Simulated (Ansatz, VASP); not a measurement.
**CdS: VASP beside Ansatz**

The input INCAR:

```
SYSTEM = CdS
ALGO = Normal
EDIFF = 1E-6
ENCUT = 500
GGA = PS
GGA_COMPAT = .False.
ISIF = 2
ISMEAR = 0
LASPH = .True.
LCHARG = .False.
LREAL = .False.
LWAVE = .False.
NBANDS = 16
NELM = 120
PREC = Accurate
SIGMA = 0.1
```

Contents of KPOINTS:

```
k-points
0
Gamma
  6 6 6
  0 0 0
```

File POSCAR:

```
CdS
1.0
    0.0000000000      2.7532440000      2.7532440000
    2.7532440000      0.0000000000      2.7532440000
    2.7532440000      2.7532440000      0.0000000000
Cd S
1 1
Direct
    0.0000000000      0.0000000000      0.0000000000
    0.5000000000      0.5000000000      0.5000000000
```

Input for Ansatz:

```yaml
crystal:
  lattice:
    - [0.0, 2.753244, 2.753244]
    - [2.753244, 0.0, 2.753244]
    - [2.753244, 2.753244, 0.0]
  atoms:
    - { symbol: Cd, position: [0.0, 0.0, 0.0] }
    - { symbol: S, position: [0.5, 0.5, 0.5] }
basis:
  ecutwfc: 420
kpoints:
  mp_grid: { grid: [6, 6, 6] }
hamiltonian:
  xc: pbesol
  pseudopotentials: { kind: paw, azcp: { folder: soft_1 } }
scf:
  occupations: { method: gaussian, width: 0.1 }
output:
  forces: true
  stress: true
  eigenvalues: true
```

Alike in both runs: task single point; functional PBEsol; k mesh 6 × 6 × 6; occupations gaussian, width 0.1 eV; no spin polarisation.

|  | VASP | Ansatz |
| --- | --- | --- |
| version | VASP 6.6.1 | Ansatz 0.2.0 |
| potentials or method | VASP PAW PBE potentials, release 64 (Cd, S), cutoff 500 eV | scalar-relativistic, plane waves, PAW |
| valence electrons in the cell | 18 | 26 |

```tsv
	VASP	Ansatz	Ansatz less VASP
gap on the k mesh at the Fermi level (eV)	0.13	0.14	+0.004
least direct gap on the mesh (eV)	1.42	1.44	+0.020
pressure (GPa)	-3.9	-4.4	-0.42
```

VASP's potentials were made for PBE, not for PBEsol, and Ansatz warns of the same on its side. VASP's potentials hold 18 valence electrons a cell and Ansatz's 26, so a difference there can come from the potentials and not from the codes.
